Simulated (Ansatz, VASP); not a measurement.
**Cd in VASP and in Ansatz**

The input INCAR:

```
PREC = Accurate ; ENCUT = 520
EDIFF = 1E-6 ; ISMEAR = -1
SIGMA = 0.1 ; LREAL = F
LASPH = T ; NELM = 100
ALGO = Normal ; ISIF = 2
LWAVE = F ; LCHARG = T
GGA = PS ; LELF = T
LVHAR = T ; NBANDS = 12
```

KPOINTS

```
Automatic mesh
0
Gamma
  15 15 15
```

Contents of POSCAR:

```
Cd
1.0
   -1.7001304326      1.7001304326      1.7001304326
    1.7001304326     -1.7001304326      1.7001304326
    1.7001304326      1.7001304326     -1.7001304326
Cd
1
Direct
    0.0000000000      0.0000000000      0.0000000000
```

Input for Ansatz:

```yaml
crystal:
  lattice:
    - [-1.7001304326, 1.7001304326, 1.7001304326]
    - [1.7001304326, -1.7001304326, 1.7001304326]
    - [1.7001304326, 1.7001304326, -1.7001304326]
  atoms:
    - { symbol: Cd, position: [0.0, 0.0, 0.0] }
kpoints:
  mp_grid: { grid: [15, 15, 15] }
scf:
  occupations: { method: fermi_dirac, width: 0.1 }
hamiltonian:
  xc: pbesol
  pseudopotentials: { kind: all_electron, lapw: { basis_error: 0.001 } }
output:
  forces: true
  stress: true
  eigenvalues: true
  populations: true
```

Change from the starting cell: volume scaled by 0.92, LAPW.

Alike in both runs: task single point; functional PBEsol; k mesh 15 × 15 × 15; occupations fermi-dirac, width 0.1 eV; no spin polarisation.

|  | VASP | Ansatz |
| --- | --- | --- |
| version | VASP 6.6.1 | Ansatz 0.2.0 |
| potentials or method | VASP PAW PBE potentials, release 64 (Cd), cutoff 520 eV | all-electron LAPW, scalar-relativistic |

VASP gave:

| Item | Value |
| --- | --- |
| pressure (GPa) | 6.1 |

Problem. Estimate Ansatz's values.

Solution. Pressure (GPa): 5.6.

VASP's potentials were made for PBE, not for PBEsol. Ansatz ran all-electron here, and VASP with PAW potentials.
